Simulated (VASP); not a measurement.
The system is PbO2.

```
Pb O
1.0
     4.95770    0.00000    0.00000
     0.00000    4.95770    0.00000
     0.00000    0.00000    3.38790
Pb O
2 4
Direct
  0.00000 0.00000 0.00000
  0.50000 0.50000 0.50000
  0.30720 0.30720 0.00000
  0.19280 0.80720 0.50000
  0.69280 0.69280 0.00000
  0.80720 0.19280 0.50000
```

```yaml
Program: VASP 6.6.1
Task: relaxation of cell and atoms
Functional: PBE
Potentials_or_basis: VASP PAW PBE potentials, release 64 (Pb_d, O)
Cutoff: 600 eV
k_mesh: 6 × 6 × 8
Occupations: fermi-dirac, width 0.02 eV
Spin: no spin polarisation
```

At the start: pressure 9.1 GPa; volume 13.88 Å³/atom.

Question: Where does the relaxation end?

Answer: Over 9 steps the energy falls by 24.6 meV/atom and the volume is 14.83 Å³/atom (+6.9 %); space group P4_2/mnm (No. 136, to 0.1 Å) before and after.

The path:
| step | energy change (eV) | largest force (eV/Å) | pressure (GPa) | volume (Å³) |
| --- | --- | --- | --- | --- |
| 1 | 0.0000 | 0.0679 | 9.10 | 83.27 |
| 2 | -0.0631 | 0.1825 | -5.30 | 93.13 |
| 3 | -0.1438 | 0.0929 | 0.03 | 88.65 |
| 4 | -0.1437 | 0.0901 | 0.18 | 88.54 |
| 5 | -0.1462 | 0.0369 | 0.16 | 88.67 |
| 6 | -0.1474 | 0.0298 | 0.15 | 88.85 |
| 7 | -0.1476 | 0.0089 | -0.14 | 89.07 |
| 8 | -0.1476 | 0.0116 | -0.11 | 89.05 |
| 9 | -0.1477 | 0.0001 | -0.01 | 88.98 |

Final structure:
```
CELL_PARAMETERS angstrom
5.08200 0.00000 0.00000
0.00000 5.08200 0.00000
0.00000 0.00000 3.44545
ATOMIC_POSITIONS crystal
Pb 0.00000 0.00000 0.00000
Pb 0.50000 0.50000 0.50000
O 0.30791 0.30791 0.00000
O 0.19209 0.80791 0.50000
O 0.69209 0.69209 0.00000
O 0.80791 0.19209 0.50000
```
